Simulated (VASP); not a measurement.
# Mo (Im-3m) in VASP: notebook

The runs below take Mo through single point, relaxation of cell and atoms, with PBEsol, r2SCAN+D3(BJ).

Program: VASP 6.6.1. These are calculated values, not measurements. Logs are shortened: lines on timing, memory, paths and dates and some standing lists are left out, and cuts for length are marked.

**1. The cell of the first run**

It takes space group Im-3m (No. 229, cubic). Conventional cell: a = 3.146 Å, b = 3.146 Å, c = 3.146 Å, α = 90.00°, β = 90.00°, γ = 90.00°. Mo (site symmetry m-3m) has 14 Mo at 2.72 to 3.15 Å within 3.6 Å.

**2. Single point, PBEsol, non-collinear spin, zero start, spin-orbit coupling**

The input, INCAR:

```
PREC = Accurate
ENCUT = 520
EDIFF = 1E-6
ISMEAR = -1
SIGMA = 0.05
LREAL = False
LASPH = True
NELM = 150
ALGO = Fast
ISIF = 2
LWAVE = False
LCHARG = True
MAGMOM = 0 0 0
LORBIT = 11
LSORBIT = True
GGA_COMPAT = False
LORBMOM = True
LMAXMIX = 4
GGA = PS
LVHAR = True
NBANDS = 25
```

The input, KPOINTS:

```
Automatic mesh
0
Gamma
  12 12 12
```

The input, POSCAR:

```
Mo
1.0
   -1.5731790612      1.5731790612      1.5731790612
    1.5731790612     -1.5731790612      1.5731790612
    1.5731790612      1.5731790612     -1.5731790612
Mo
1
Direct
    0.0000000000      0.0000000000      0.0000000000
```

Potentials or basis: VASP PAW PBE potentials, release 64 (Mo_sv).

Run with:

```bash
cat potpaw_PBE.64/Mo_sv/POTCAR > POTCAR
mpirun -np 1 vasp_ncl > vasp.out
```

OUTCAR:

```text
PREC = Accurate
   ENCUT = 520
   EDIFF = 1E-6
   ISMEAR = -1
   LREAL = False
   LASPH = True
   NELM = 150
   ISIF = 2
   LORBIT = 11
   LSORBIT = True
   GGA = PS

 ion  position               nearest neighbor table
   1  0.000  0.000  0.000-

  LATTYP: Found a body centered cubic cell.
 ALAT       =     3.1463581224

  Lattice vectors:

 A1 = (  -1.5731790612,   1.5731790612,   1.5731790612)
 A2 = (   1.5731790612,  -1.5731790612,   1.5731790612)
 A3 = (   1.5731790612,   1.5731790612,  -1.5731790612)

Analysis of symmetry for initial positions (statically):
=====================================================================
 Subroutine PRICEL returns:
 Original cell was already a primitive cell.

 Routine SETGRP: Setting up the symmetry group for a
 body centered cubic supercell.

 Subroutine GETGRP returns: Found 48 space group operations
 (whereof 48 operations were pure point group operations)
 out of a pool of 48 trial point group operations.

The static configuration has the point symmetry O_h .

Analysis of symmetry for dynamics (positions and initial velocities):
=====================================================================
 Subroutine PRICEL returns:
 Original cell was already a primitive cell.

 Routine SETGRP: Setting up the symmetry group for a
 body centered cubic supercell.

 Subroutine GETGRP returns: Found 48 space group operations
 (whereof 48 operations were pure point group operations)
 out of a pool of 48 trial point group operations.

The dynamic configuration has the point symmetry O_h .

Analysis of structural, dynamic, and magnetic symmetry:
=====================================================================
 Subroutine PRICEL returns:
 Original cell was already a primitive cell.

 Routine SETGRP: Setting up the symmetry group for a
 body centered cubic supercell.

 Subroutine GETGRP returns: Found 48 space group operations
 (whereof 48 operations were pure point group operations)
 out of a pool of 48 trial point group operations.

The overall configuration has the point symmetry O_h .

 Subroutine INISYM returns: Found 48 space group operations
 (whereof 48 operations are pure point group operations),
 and found     1 'primitive' translations

----------------------------------------------------------------------------------------

                                     Primitive cell

  volume of cell :      15.5738

  direct lattice vectors                    reciprocal lattice vectors
    -1.573179061  1.573179061  1.573179061     0.000000000  0.317827775  0.317827775
     1.573179061 -1.573179061  1.573179061     0.317827775  0.000000000  0.317827775
     1.573179061  1.573179061 -1.573179061     0.317827775  0.317827775  0.000000000

  length of vectors
     2.724826063  2.724826063  2.724826063     0.449476349  0.449476349  0.449476349

  position of ions in fractional coordinates (direct lattice)
     0.000000000  0.000000000  0.000000000

  ion indices of the primitive-cell ions
   primitive index   ion index
                 1           1

----------------------------------------------------------------------------------------

 KPOINTS: Automatic mesh

Automatic generation of k-mesh.
 Grid dimensions read from file:
 generate k-points for:   12   12   12

 Generating k-lattice:

  Cartesian coordinates                     Fractional coordinates (reciprocal lattice)
     0.000000000  0.026485648  0.026485648     0.083333333  0.000000000  0.000000000
     0.026485648  0.000000000  0.026485648     0.000000000  0.083333333  0.000000000
     0.026485648  0.026485648  0.000000000     0.000000000  0.000000000  0.083333333

  Length of vectors
     0.037456362  0.037456362  0.037456362

  Shift w.r.t. Gamma in fractional coordinates (k-lattice)
     0.000000000  0.000000000  0.000000000

 Subroutine IBZKPT returns following result:
 ===========================================

[... 45 lines left out ...]
   ENCUT  =  520.0 eV  38.22 Ry    6.18 a.u.   5.07  5.07  5.07*2*pi/ulx,y,z
   NELM   =    150;   NELMIN=  2; NELMDL= -5     # of ELM steps
   EDIFF  = 0.1E-05   stopping-criterion for ELM
   LREAL  =      F    real-space projection
   EDIFFG = 0.1E-04   stopping-criterion for IOM
   NSW    =      0    number of steps for IOM
   IBRION =     -1    ionic relax: 0-MD 1-quasi-New 2-CG
   NFREE  =      0    steps in history (QN), initial steepest desc. (CG)
   ISIF   =      2    stress and relaxation
   ISYM   =      2    0-nonsym 1-usesym 2-fastsym
   POTIM  = 0.5000    time-step for ionic-motion
   TEBEG  =    0.0;   TEEND  =   0.0 temperature during run
   PSTRESS=    0.0 pullay stress
   NELECT =      14.0000    total number of electrons
   NUPDOWN=      -1.0000    fix difference up-down
   EMIN   =  10.00;   EMAX   =-10.00  energy-range for DOS
   EFERMI =   0.00;   METHOD = LEGACY
   ISMEAR =    -1;   SIGMA  =   0.05  broadening in eV -4-tet -1-fermi 0-gaus
   EFERMI_NEDOS =   21; number of points for ismear=-14 and -15
   IALGO  =     68    algorithm
   IMIX   =      4    mixing-type and parameters
     AMIX     =   0.40;   BMIX     =  1.00
     AMIX_MAG =   1.60;   BMIX_MAG =  1.00
  volume/ion in A,a.u.               =      15.57       105.10
  Fermi-wavevector in a.u.,A,eV,Ry     =   1.579984  2.985737 33.964896  2.496349
  Thomas-Fermi vector in A             =   2.680280
   LORBIT       =     11    0 simple, 1 ext, 2 COOP (PROOUT), +10 PAW based schemes
   GGA     = PS    functional components
   LHFCALC =     F    Hartree Fock is set to
   AEXX    =    0.0000 exact exchange contribution
   IVDW    =     0    specifies the selected vdW correction
   LEPSILON=     F    determine dielectric tensor
   LRPA    =     F    only Hartree local field effects (RPA)
 RMM-DIIS sequential band-by-band and
  energy-cutoff  :      520.00
  volume of cell :       15.57
 maximum number of plane-waves:       860
   NGX = 11   NGY = 11   NGZ = 11

 number of electron      14.0000001 magnetization      -0.0000000      0.0000000      0.0000000

 number of electron      14.0000001 magnetization       0.0000000      0.0000000      0.0000000

 number of electron      14.0000001 magnetization      -0.0000000     -0.0000000     -0.0000000

 Free energy of the ion-electron system (eV)
  ---------------------------------------------------
  ext. energy  EPLUGINS =         0.00000000
  ---------------------------------------------------
  free energy    TOTEN  =       -11.89515370 eV

  energy without entropy =      -11.89281306  energy(sigma->0) =      -11.89398338

 E-fermi :  12.4702     XC(G=0): -13.5493

 val. band max:       12.4666579115   @ k =   0.5000   0.5000   0.0833
 cond. band min:      12.5352727839   @ k =  -0.3333   0.3333   0.2500
 fundamental gap:      0.0686148724
 Fermi energy:        12.4702033193

 k-point     1 :       0.0000    0.0000    0.0000
  band No.  band energies     occupation
      1     -48.6679      1.00000
      2     -48.6679      1.00000
      3     -23.6442      1.00000
      4     -23.6442      1.00000
      5     -21.1177      1.00000
      6     -21.1177      1.00000
[... 661 lines left out ...]
     24      25.0235      0.00000
     25      28.5768      0.00000

 [... further k-points ...]

------------------------ aborting loop because EDIFF is reached ----------------------------------------

  FORCE on cell =-STRESS in cart. coord.  units (eV):
  Direction    XX          YY          ZZ          XY          YZ          ZX
  --------------------------------------------------------------------------------------
  -------------------------------------------------------------------------------------
  Total       -0.3825041     -0.3825041     -0.3825041      0.0000000      0.0000000     -0.0000000
  in kB      -39.3506809    -39.3506809    -39.3506809      0.0000000      0.0000000     -0.0000000
  external PRESSURE =     -39.3506809 kB  Pullay stress =       0.0000000 kB

 VOLUME and BASIS-vectors are now :
 -----------------------------------------------------------------------------
  energy-cutoff  :      520.00
  volume of cell :       15.57
      direct lattice vectors                 reciprocal lattice vectors
    -1.573179061  1.573179061  1.573179061     0.000000000  0.317827775  0.317827775
     1.573179061 -1.573179061  1.573179061     0.317827775  0.000000000  0.317827775
     1.573179061  1.573179061 -1.573179061     0.317827775  0.317827775  0.000000000

 POSITION                                       TOTAL-FORCE (eV/Angst)
 -----------------------------------------------------------------------------------
      0.00000      0.00000      0.00000        -0.000000      0.000000      0.000000
 -----------------------------------------------------------------------------------
    total drift:                               -0.000000     -0.000000      0.000000

  FREE ENERGIE OF THE ION-ELECTRON SYSTEM (eV)
  ---------------------------------------------------
  free  energy   TOTEN  =       -11.8951537031 eV

  energy  without entropy=      -11.8928130608  energy(sigma->0) =      -11.89398338

 orbital moment (x)

 # of ion     p       d       tot
 ----------------------------------------
  1        -0.000   0.000   0.000
 ----------------------------------------
           -0.000   0.000   0.000

 orbital moment (y)

 # of ion     p       d       tot
 ----------------------------------------
  1         0.000  -0.000  -0.000
 ----------------------------------------
            0.000  -0.000  -0.000

 orbital moment (z)

 # of ion     p       d       tot
 ----------------------------------------
  1         0.000   0.000   0.000
 ----------------------------------------
            0.000   0.000   0.000

 Spin-Orbit-Coupling matrix elements

 Ion:    1  E_soc:     -0.2062008
 l=   1
     0.0000000    -0.0302243    -0.0302243
    -0.0302243     0.0000000    -0.0302243
    -0.0302243    -0.0302243     0.0000000
 l=   2
     0.0000000    -0.0010542     0.0000000    -0.0010542    -0.0030883
    -0.0010542     0.0000000    -0.0023162    -0.0010542    -0.0007721
     0.0000000    -0.0023162     0.0000000    -0.0023162     0.0000000
    -0.0010542    -0.0010542    -0.0023162     0.0000000    -0.0007721
    -0.0030883    -0.0007721     0.0000000    -0.0007721     0.0000000
 l=   3
     0.0000000     0.0000000     0.0000000     0.0000000     0.0000000     0.0000000     0.0000000
     0.0000000     0.0000000     0.0000000     0.0000000     0.0000000     0.0000000     0.0000000
     0.0000000     0.0000000     0.0000000     0.0000000     0.0000000     0.0000000     0.0000000
     0.0000000     0.0000000     0.0000000     0.0000000     0.0000000     0.0000000     0.0000000
     0.0000000     0.0000000     0.0000000     0.0000000     0.0000000     0.0000000     0.0000000
     0.0000000     0.0000000     0.0000000     0.0000000     0.0000000     0.0000000     0.0000000
     0.0000000     0.0000000     0.0000000     0.0000000     0.0000000     0.0000000     0.0000000

 total charge

# of ion       s       p       d       tot
------------------------------------------
    1        2.386   6.208   3.920  12.515

 magnetization (x)

# of ion       s       p       d       tot
------------------------------------------
    1        0.000  -0.000   0.000  -0.000

 magnetization (y)

# of ion       s       p       d       tot
------------------------------------------
    1       -0.000  -0.000   0.000  -0.000

 magnetization (z)

# of ion       s       p       d       tot
------------------------------------------
    1        0.000   0.000   0.000   0.000
```

Run time: 1.8 min. Hardware: 1 thread of AMD EPYC 7R13, shared host; peak memory 0.15 GiB.

What came out:

```
Free energy                                           : -11.8952 eV
Pressure                                              : -3.9 GPa
Net moment                                            : 0.00 μB per cell
Valence electrons inside the program's atomic spheres : Mo 12.52
```

Moments on the atoms (μB; x, y, z):
```
Mo  0.00 0.00 0.00
```

Caveat: the cell stands under tension; the PAW data sets were made with another functional, which shifts forces and pressure a little.

(Continued in part 2 of 2.)
